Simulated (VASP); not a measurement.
## CaF2: single point with PBEsol

CaF2:

```
CELL_PARAMETERS angstrom
0.00000 2.72824 2.72824
2.72824 0.00000 2.72824
2.72824 2.72824 0.00000
ATOMIC_POSITIONS crystal
Ca 0.00000 0.00000 0.00000
F 0.25000 0.25000 0.25000
F 0.75000 0.75000 0.75000
```

```
Program                : VASP 6.6.1
Task                   : single point
Functional             : PBEsol
Potentials or basis    : VASP PAW PBE potentials, release 64 (Ca_sv, F)
Cutoff                 : 600 eV
k mesh                 : 8 × 8 × 8
Occupations            : gaussian, width 0.01 eV
Spin                   : no spin polarisation
Dipole correction      : no
Further INCAR settings : ALGO = Normal; EDIFF = 1e-06; NBANDS = 19
```

The pressure is -1.4 GPa and the band gap on the k mesh is 7.11 eV (least direct gap 7.37 eV).

Levels at points of the mesh, in eV from the valence-band top:
| k point | band 8 | band 9 | band 10 | band 11 | band 12 | band 13 | band 14 | band 15 | band 16 | band 17 |
| --- | --- | --- | --- | --- | --- | --- | --- | --- | --- | --- |
| (0.00, 0.00, 0.00) | -2.15 | -2.15 | -0.26 | -0.26 | -0.26 | 7.11 | 9.13 | 9.13 | 11.25 | 11.25 |
| (0.50, 0.00, 0.00) | -1.55 | -1.32 | -1.26 | -0.85 | -0.85 | 9.36 | 9.36 | 9.72 | 10.55 | 10.97 |
| (0.50, 0.50, 0.00) | -1.67 | -1.67 | -0.37 | -0.37 | 0.00 | 8.03 | 9.49 | 10.09 | 10.88 | 10.88 |

It took 38 s on 1 thread of Intel Xeon 8259CL, on a shared host, peak memory 0.19 GiB.

Caveat: the PAW data sets were made with another functional, which shifts forces and pressure a little. A k mesh can miss the band edges.
